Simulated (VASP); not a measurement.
# WC in VASP: notebook

The runs below take WC through single point, with LDA, PBEsol, r2SCAN.

Everything below comes from runs of VASP 6.6.1. Logs are shortened: lines on timing, memory, paths and dates and some standing lists are left out, and cuts for length are marked.

### 1 The cell of the first run

Symmetry: Cmmm, No. 65, orthorhombic system. Conventional cell: a = 3.281 Å, b = 4.236 Å, c = 4.309 Å, α = 90.00°, β = 90.00°, γ = 90.00°. Within 3.5 Å of W (site symmetry mmm) lie 6 W at 2.68 to 3.28 Å and 8 C at 2.71 to 3.02 Å. Within 3.5 Å of C (site symmetry mmm) lie 6 C at 2.68 to 3.28 Å and 8 W at 2.71 to 3.02 Å.

### 2 Single point, LDA, non-collinear spin, zero start, spin-orbit coupling

Contents of INCAR:

```
  PREC = Accurate
  ENCUT = 520
  EDIFF = 1E-7
  ISMEAR = -1
  SIGMA = 0.05
  LREAL = False
  LASPH = True
  NELM = 150
  ALGO = Normal
  ISIF = 2
  LWAVE = False
  LCHARG = True
  MAGMOM = 0 0 0 0 0 0
  LORBIT = 11
  LSORBIT = True
  GGA_COMPAT = False
  LORBMOM = True
  LMAXMIX = 4
  GGA = CA
  LVHAR = True
  NBANDS = 30
```

Contents of KPOINTS:

```
regular mesh
0
Gamma
  7 7 5
```

Contents of POSCAR:

```
WC
1.0
    1.6403461100     -2.1180379000      0.0000000000
    1.6403461100      2.1180379000      0.0000000000
    0.0000000000      0.0000000000      4.3094211000
W C
1 1
Direct
    0.5000000000      0.5000000000      0.5000000000
    0.0000000000      0.0000000000      0.0000000000
```

Potentials or basis: VASP PAW LDA potentials, release 64 (W_sv, C).

The run is started by

```sh
cat potpaw_LDA.64/W_sv/POTCAR potpaw_LDA.64/C/POTCAR > POTCAR
mpirun -np 1 vasp_ncl > vasp.out
```

OUTCAR:

```text
PREC = Accurate
   ENCUT = 520
   EDIFF = 1E-7
   ISMEAR = -1
   LREAL = False
   LASPH = True
   NELM = 150
   ISIF = 2
   LORBIT = 11
   LSORBIT = True
   GGA = CA

 ion  position               nearest neighbor table
   1  0.500  0.500  0.500-   2 2.71   2 2.71   2 2.71   2 2.71
   2  0.000  0.000  0.000-   1 2.71   1 2.71   1 2.71   1 2.71

  LATTYP: Found a base centered orthorhombic cell.
 ALAT       =     3.2806922200
 B/A-ratio  =     1.2912140231
 C/A-ratio  =     1.3135706769

  Lattice vectors:

 A1 = (   1.6403461100,  -2.1180379000,   0.0000000000)
 A2 = (   1.6403461100,   2.1180379000,   0.0000000000)
 A3 = (   0.0000000000,   0.0000000000,   4.3094211000)

Analysis of symmetry for initial positions (statically):
=====================================================================
 Subroutine PRICEL returns:
 Original cell was already a primitive cell.

 Routine SETGRP: Setting up the symmetry group for a
 base centered orthorhombic supercell.

 Subroutine GETGRP returns: Found  8 space group operations
 (whereof  8 operations were pure point group operations)
 out of a pool of  8 trial point group operations.

The static configuration has the point symmetry D_2h.

Analysis of symmetry for dynamics (positions and initial velocities):
=====================================================================
 Subroutine PRICEL returns:
 Original cell was already a primitive cell.

 Routine SETGRP: Setting up the symmetry group for a
 base centered orthorhombic supercell.

 Subroutine GETGRP returns: Found  8 space group operations
 (whereof  8 operations were pure point group operations)
 out of a pool of  8 trial point group operations.

The dynamic configuration has the point symmetry D_2h.

Analysis of structural, dynamic, and magnetic symmetry:
=====================================================================
 Subroutine PRICEL returns:
 Original cell was already a primitive cell.

 Routine SETGRP: Setting up the symmetry group for a
 base centered orthorhombic supercell.

 Subroutine GETGRP returns: Found  8 space group operations
 (whereof  8 operations were pure point group operations)
 out of a pool of  8 trial point group operations.

The overall configuration has the point symmetry D_2h.

 Subroutine INISYM returns: Found  8 space group operations
 (whereof  8 operations are pure point group operations),
 and found     1 'primitive' translations

----------------------------------------------------------------------------------------

                                     Primitive cell

  volume of cell :      29.9446

  direct lattice vectors                    reciprocal lattice vectors
     1.640346110 -2.118037900  0.000000000     0.304813720 -0.236067542  0.000000000
     1.640346110  2.118037900  0.000000000     0.304813720  0.236067542  0.000000000
     0.000000000  0.000000000  4.309421100     0.000000000  0.000000000  0.232049729

  length of vectors
     2.678958735  2.678958735  4.309421100     0.385537661  0.385537661  0.232049729

  position of ions in fractional coordinates (direct lattice)
     0.500000000  0.500000000  0.500000000
     0.000000000  0.000000000  0.000000000

  ion indices of the primitive-cell ions
   primitive index   ion index
                 1           1
                 2           2

----------------------------------------------------------------------------------------

 KPOINTS: regular mesh

Automatic generation of k-mesh.
 Grid dimensions read from file:
 generate k-points for:    7    7    5

 Generating k-lattice:

  Cartesian coordinates                     Fractional coordinates (reciprocal lattice)
     0.043544817 -0.033723935  0.000000000     0.142857143  0.000000000  0.000000000
     0.043544817  0.033723935  0.000000000     0.000000000  0.142857143  0.000000000
     0.000000000  0.000000000  0.046409946     0.000000000  0.000000000  0.200000000

  Length of vectors
     0.055076809  0.055076809  0.046409946

  Shift w.r.t. Gamma in fractional coordinates (k-lattice)
     0.000000000  0.000000000  0.000000000

 Subroutine IBZKPT returns following result:
 ===========================================

 Found     48 irreducible k-points:

 Following reciprocal coordinates:
            Coordinates               Weight
  0.000000  0.000000  0.000000      1.000000
  0.142857  0.000000  0.000000      4.000000
  0.285714  0.000000  0.000000      4.000000
  0.428571  0.000000  0.000000      4.000000
  0.142857  0.142857  0.000000      2.000000
  0.285714  0.142857  0.000000      4.000000
[... 16 lines left out ...]
  0.428571  0.142857  0.200000      8.000000
 -0.428571  0.142857  0.200000      8.000000
 [... further k-points ...]
   k-points           NKPTS =     48   k-points in BZ     NKDIM =     48   number of bands    NBANDS=     30
[... 20 lines left out ...]
   NSW    =      0    number of steps for IOM
   IBRION =     -1    ionic relax: 0-MD 1-quasi-New 2-CG
   NFREE  =      0    steps in history (QN), initial steepest desc. (CG)
   ISIF   =      2    stress and relaxation
   ISYM   =      2    0-nonsym 1-usesym 2-fastsym
   POTIM  = 0.5000    time-step for ionic-motion
   TEBEG  =    0.0;   TEEND  =   0.0 temperature during run
   PSTRESS=    0.0 pullay stress
   NELECT =      18.0000    total number of electrons
   NUPDOWN=      -1.0000    fix difference up-down
   EMIN   =  10.00;   EMAX   =-10.00  energy-range for DOS
   EFERMI =   0.00;   METHOD = LEGACY
   ISMEAR =    -1;   SIGMA  =   0.05  broadening in eV -4-tet -1-fermi 0-gaus
   EFERMI_NEDOS =   21; number of points for ismear=-14 and -15
   IALGO  =     38    algorithm
   IMIX   =      4    mixing-type and parameters
     AMIX     =   0.40;   BMIX     =  1.00
     AMIX_MAG =   1.60;   BMIX_MAG =  1.00
  volume/ion in A,a.u.               =      14.97       101.04
  Fermi-wavevector in a.u.,A,eV,Ry     =   1.381634  2.610909 25.972324  1.908912
  Thomas-Fermi vector in A             =   2.506400
   LORBIT       =     11    0 simple, 1 ext, 2 COOP (PROOUT), +10 PAW based schemes
   GGA     = CA    functional components
   LHFCALC =     F    Hartree Fock is set to
   AEXX    =    0.0000 exact exchange contribution
   IVDW    =     0    specifies the selected vdW correction
   LEPSILON=     F    determine dielectric tensor
   LRPA    =     F    only Hartree local field effects (RPA)
  energy-cutoff  :      520.00
  volume of cell :       29.94
 maximum number of plane-waves:      1644
   NGX =  9   NGY =  9   NGZ = 17

 number of electron      18.0000004 magnetization      -0.0000000     -0.0000000      0.0000000

 number of electron      18.0000004 magnetization      -0.0000000      0.0000000      0.0000000

 number of electron      18.0000004 magnetization       0.0000000      0.0000000      0.0000000

 Free energy of the ion-electron system (eV)
  ---------------------------------------------------
  ext. energy  EPLUGINS =         0.00000000
  ---------------------------------------------------
  free energy    TOTEN  =       -19.17214804 eV

  energy without entropy =      -19.15977531  energy(sigma->0) =      -19.16596167

 E-fermi :   6.9625     XC(G=0): -12.0926

 val. band max:        6.9303592821   @ k =   0.2857   0.2857   0.4000
 cond. band min:       6.9774644065   @ k =  -0.2857   0.2857   0.2000
 fundamental gap:      0.0471051244
 Fermi energy:         6.9625338920

 k-point     1 :       0.0000    0.0000    0.0000
  band No.  band energies     occupation
      1     -67.3758      1.00000
      2     -67.3758      1.00000
      3     -37.4543      1.00000
      4     -37.4543      1.00000
      5     -28.8393      1.00000
      6     -28.8393      1.00000
[... 781 lines left out ...]
     29      16.5985      0.00000
     30      16.5985      0.00000

 [... further k-points ...]
[... 5 lines left out ...]
  --------------------------------------------------------------------------------------
  -------------------------------------------------------------------------------------
  Total       -8.1022866     -1.5664022    -12.0194803     -0.0000000      0.0000000      0.0000000
  in kB     -433.5109124    -83.8099785   -643.0994247     -0.0000000      0.0000000      0.0000000
  external PRESSURE =    -386.8067718 kB  Pullay stress =       0.0000000 kB

 VOLUME and BASIS-vectors are now :
 -----------------------------------------------------------------------------
  energy-cutoff  :      520.00
  volume of cell :       29.94
      direct lattice vectors                 reciprocal lattice vectors
     1.640346110 -2.118037900  0.000000000     0.304813720 -0.236067542  0.000000000
     1.640346110  2.118037900  0.000000000     0.304813720  0.236067542  0.000000000
     0.000000000  0.000000000  4.309421100     0.000000000  0.000000000  0.232049729

 POSITION                                       TOTAL-FORCE (eV/Angst)
 -----------------------------------------------------------------------------------
      1.64035      0.00000      2.15471        -0.000000      0.000000      0.000000
      0.00000      0.00000      0.00000         0.000000     -0.000000      0.000000
 -----------------------------------------------------------------------------------
    total drift:                                0.000000      0.000000      0.000000

  FREE ENERGIE OF THE ION-ELECTRON SYSTEM (eV)
  ---------------------------------------------------
  free  energy   TOTEN  =       -19.1721480369 eV

  energy  without entropy=      -19.1597753125  energy(sigma->0) =      -19.16596167

 orbital moment (x)

 # of ion     p       d       tot
 ----------------------------------------
  1         0.000   0.000   0.000
  2         0.000   0.000   0.000
 ----------------------------------------
            0.000   0.000   0.000

 orbital moment (y)

 # of ion     p       d       tot
 ----------------------------------------
  1         0.000   0.000   0.000
  2         0.000   0.000   0.000
 ----------------------------------------
            0.000   0.000   0.000

 orbital moment (z)

 # of ion     p       d       tot
 ----------------------------------------
  1         0.000   0.000   0.000
  2         0.000   0.000   0.000
 ----------------------------------------
            0.000   0.000   0.000

 Spin-Orbit-Coupling matrix elements

 Ion:    1  E_soc:     -1.7040827
 l=   1
     0.0000000    -0.2319060    -0.2361462
    -0.2319060     0.0000000    -0.2314352
    -0.2361462    -0.2314352     0.0000000
 l=   2
     0.0000000    -0.0108648     0.0000000    -0.0106757    -0.0432726
    -0.0108648     0.0000000    -0.0350647    -0.0091980    -0.0067605
     0.0000000    -0.0350647     0.0000000    -0.0294926     0.0000000
    -0.0106757    -0.0091980    -0.0294926     0.0000000    -0.0072250
    -0.0432726    -0.0067605     0.0000000    -0.0072250     0.0000000
 l=   3
     0.0000000     0.0000000     0.0000000     0.0000000     0.0000000     0.0000000     0.0000000
     0.0000000     0.0000000     0.0000000     0.0000000     0.0000000     0.0000000     0.0000000
     0.0000000     0.0000000     0.0000000     0.0000000     0.0000000     0.0000000     0.0000000
     0.0000000     0.0000000     0.0000000     0.0000000     0.0000000     0.0000000     0.0000000
     0.0000000     0.0000000     0.0000000     0.0000000     0.0000000     0.0000000     0.0000000
     0.0000000     0.0000000     0.0000000     0.0000000     0.0000000     0.0000000     0.0000000
     0.0000000     0.0000000     0.0000000     0.0000000     0.0000000     0.0000000     0.0000000

 Ion:    2  E_soc:     -0.0001777
 l=   1
     0.0000000    -0.0000293    -0.0000345
    -0.0000293     0.0000000    -0.0000250
    -0.0000345    -0.0000250     0.0000000
 l=   2
     0.0000000     0.0000000     0.0000000     0.0000000     0.0000000
     0.0000000     0.0000000     0.0000000     0.0000000     0.0000000
     0.0000000     0.0000000     0.0000000     0.0000000     0.0000000
     0.0000000     0.0000000     0.0000000     0.0000000     0.0000000
     0.0000000     0.0000000     0.0000000     0.0000000     0.0000000
 l=   3
     0.0000000     0.0000000     0.0000000     0.0000000     0.0000000     0.0000000     0.0000000
     0.0000000     0.0000000     0.0000000     0.0000000     0.0000000     0.0000000     0.0000000
     0.0000000     0.0000000     0.0000000     0.0000000     0.0000000     0.0000000     0.0000000
     0.0000000     0.0000000     0.0000000     0.0000000     0.0000000     0.0000000     0.0000000
     0.0000000     0.0000000     0.0000000     0.0000000     0.0000000     0.0000000     0.0000000
     0.0000000     0.0000000     0.0000000     0.0000000     0.0000000     0.0000000     0.0000000
     0.0000000     0.0000000     0.0000000     0.0000000     0.0000000     0.0000000     0.0000000

 total charge

# of ion       s       p       d       tot
------------------------------------------
    1        2.361   6.196   3.287  11.844
    2        0.982   1.035   0.000   2.017
--------------------------------------------------
tot          3.344   7.230   3.287  13.861

 magnetization (x)

# of ion       s       p       d       tot
------------------------------------------
    1        0.000   0.000   0.000   0.000
    2        0.000   0.000   0.000   0.000
--------------------------------------------------
tot          0.000   0.000   0.000   0.000

 magnetization (y)

# of ion       s       p       d       tot
------------------------------------------
    1        0.000   0.000   0.000   0.000
    2        0.000   0.000   0.000   0.000
--------------------------------------------------
tot          0.000   0.000   0.000   0.000

 magnetization (z)

# of ion       s       p       d       tot
------------------------------------------
    1        0.000   0.000   0.000   0.000
    2       -0.000  -0.000   0.000  -0.000
--------------------------------------------------
tot         -0.000  -0.000   0.000  -0.000
```

It took 28 s on 1 thread of Intel Xeon 6975P-C (Granite Rapids), shared host; peak memory 0.21 GiB.

Results:

```yaml
Free_energy: -19.1721 eV
Pressure: -38.7 GPa
Net_moment: 0.00 μB per cell
Valence_electrons_inside_the_program's_atomic_spheres: W 11.84; C 2.02
```

Moments on the atoms (μB; x, y, z):
```
W   0.00 0.00 0.00
C   0.00 0.00 0.00
```

Caveat: the cell stands under tension.

### 3 Single point, PBEsol, non-collinear spin, zero start, spin-orbit coupling

Contents of INCAR:

```
PREC = Accurate ; ENCUT = 600
EDIFF = 1E-6 ; ISMEAR = -1
SIGMA = 0.05 ; LREAL = False
LASPH = True ; NELM = 200
ALGO = Normal ; ISIF = 2
LWAVE = False ; LCHARG = True
MAGMOM = 0 0 0 0 0 0 ; LORBIT = 11
LSORBIT = True ; GGA_COMPAT = False
LORBMOM = True ; LMAXMIX = 4
GGA = PS ; LVHAR = True
NBANDS = 30
```

KPOINTS is that of step 2.

POSCAR is that of step 2.

Potentials or basis: VASP PAW PBE potentials, release 64 (W_sv, C).

The run is started by

```sh
cat potpaw_PBE.64/W_sv/POTCAR potpaw_PBE.64/C/POTCAR > POTCAR
mpirun -np 1 vasp_ncl > vasp.out
```

Wall time 44 s (1 thread of Intel Xeon 6975P-C (Granite Rapids), shared host); peak memory 0.28 GiB.

The run converged. Its results:

| Item | Value |
| --- | --- |
| Free energy | -18.5995 eV |
| Pressure | -35.7 GPa |
| Net moment | 0.00 μB per cell |
| Valence electrons inside the program's atomic spheres | W 11.82; C 2.01 |

Stress tensor (GPa, compression positive):
```
-40.47   0.00   0.00
  0.00  -5.03   0.00
  0.00   0.00 -61.65
```

Moments on the atoms (μB; x, y, z):
```
W   0.00 0.00 0.00
C   0.00 0.00 0.00
```

Caveat: the cell stands under tension; the PAW data sets were made with another functional, which shifts forces and pressure a little.

### 4 Single point, r2SCAN

Contents of POSCAR:

```
WC
1.0
    1.6403461100     -2.1180379000      0.0000000000
    1.6403461100      2.1180379000      0.0000000000
    0.0000000000      0.0000000000      4.3094211000
W C
1 1
Direct
    0.5148190000      0.5227010000      0.4938880000
   -0.0034950000      0.0072040000     -0.0096200000
```

Contents of INCAR.step1:

```
  ALGO = Normal
  EDIFF = 1E-4
  ENCUT = 520
  GGA = PE
  ISMEAR = -1
  LASPH = True
  LCHARG = False
  LREAL = False
  LWAVE = True
  NBANDS = 16
  NELM = 100
  PREC = Accurate
  SIGMA = 0.05
```

Contents of INCAR.step2:

```
  ALGO = Normal
  EDIFF = 1E-6
  ENCUT = 520
  ISIF = 2
  ISMEAR = -1
  ISTART = 1
  LASPH = True
  LCHARG = False
  LMIXTAU = True
  LREAL = False
  LWAVE = False
  METAGGA = R2SCAN
  NBANDS = 16
  NELM = 100
  PREC = Accurate
  SIGMA = 0.05
```

Contents of KPOINTS:

```
k-points
0
Gamma
  7 7 5
```

The run is started by

```sh
cat potpaw_PBE.64/W_sv/POTCAR potpaw_PBE.64/C/POTCAR > POTCAR
cp INCAR.step1 INCAR
mpirun -np 1 vasp_std > vasp.out
cp INCAR.step2 INCAR
mpirun -np 1 vasp_std > vasp.out
```

Run time: 66 s. Hardware: 1 thread of Intel Xeon 6975P-C (Granite Rapids), shared host; peak memory 0.18 GiB.

The run converged. Its results:

```yaml
Free_energy: -55.4650 eV
Pressure: -33.8 GPa
Largest_force: 0.222 eV/Å
Band_gap_on_the_k_mesh: zero (bands 9 and 10 overlap by 4.05 eV)
```

Forces on the atoms (eV/Å):
```
W    0.174 -0.007  0.138
C   -0.174  0.007 -0.138
```

Stress tensor (GPa, compression positive):
```
-39.73   0.00   0.05
  0.00  -1.05   0.00
  0.05   0.00 -60.77
```

Levels at points of the mesh, in eV from the Fermi level:
```tsv
k point	band 5	band 6	band 7	band 8	band 9	band 10	band 11	band 12	band 13	band 14
(0.00, 0.00, 0.00)	-13.13	-5.97	-3.74	-3.49	1.92	2.08	2.38	2.80	2.90	3.23
```

Caveat: the cell stands under tension; the PAW data sets were made with another functional, which shifts forces and pressure a little; spin-orbit coupling is left out, which moves the levels of the heavy elements.

### 5 Single point, r2SCAN

POSCAR is that of step 4.

Contents of INCAR.step1:

```
PREC = Accurate
ENCUT = 520
ISMEAR = -1
SIGMA = 0.025
LREAL = False
LASPH = True
NELM = 100
NBANDS = 16
GGA = PE
ALGO = Normal
EDIFF = 1E-4
LWAVE = True
LCHARG = False
```

Contents of INCAR.step2:

```
PREC = Accurate
ENCUT = 520
EDIFF = 1E-7
ISMEAR = -1
SIGMA = 0.025
LREAL = False
LASPH = True
NELM = 100
ALGO = Normal
ISIF = 2
LWAVE = False
LCHARG = False
METAGGA = R2SCAN
LMIXTAU = True
NBANDS = 16
ISTART = 1
```

Contents of KPOINTS:

```
Automatic mesh
0
Gamma
  7 7 5
```

The run is started by

```sh
cat potpaw_PBE.64/W_sv/POTCAR potpaw_PBE.64/C/POTCAR > POTCAR
cp INCAR.step1 INCAR
mpirun -np 1 vasp_std > vasp.out
cp INCAR.step2 INCAR
mpirun -np 1 vasp_std > vasp.out
```

It took 80 s on 1 thread of Intel Xeon 6975P-C (Granite Rapids), shared host; peak memory 0.18 GiB.

The run converged. Its results:

| Property | Result |
| --- | --- |
| Free energy | -55.4611 eV |
| Pressure | -33.9 GPa |
| Largest force | 0.219 eV/Å |
| Band gap on the k mesh | zero (bands 9 and 10 overlap by 4.05 eV) |

Forces in eV/Å, atoms in the order of the input:
```
W    0.169 -0.007  0.139
C   -0.169  0.007 -0.139
```

Stress tensor (GPa, compression positive):
```
-39.67   0.00   0.07
  0.00  -1.31   0.00
  0.07   0.00 -60.64
```

Levels at points of the mesh, in eV from the Fermi level:
| k point | band 6 | band 7 | band 8 | band 9 | band 10 | band 11 | band 12 | band 13 |
| --- | --- | --- | --- | --- | --- | --- | --- | --- |
| (0.00, 0.00, 0.00) | -5.99 | -3.76 | -3.51 | 1.90 | 2.05 | 2.36 | 2.77 | 2.88 |

Caveat: the cell stands under tension; the PAW data sets were made with another functional, which shifts forces and pressure a little; spin-orbit coupling is left out, which moves the levels of the heavy elements.

[end of part 1 of 2]
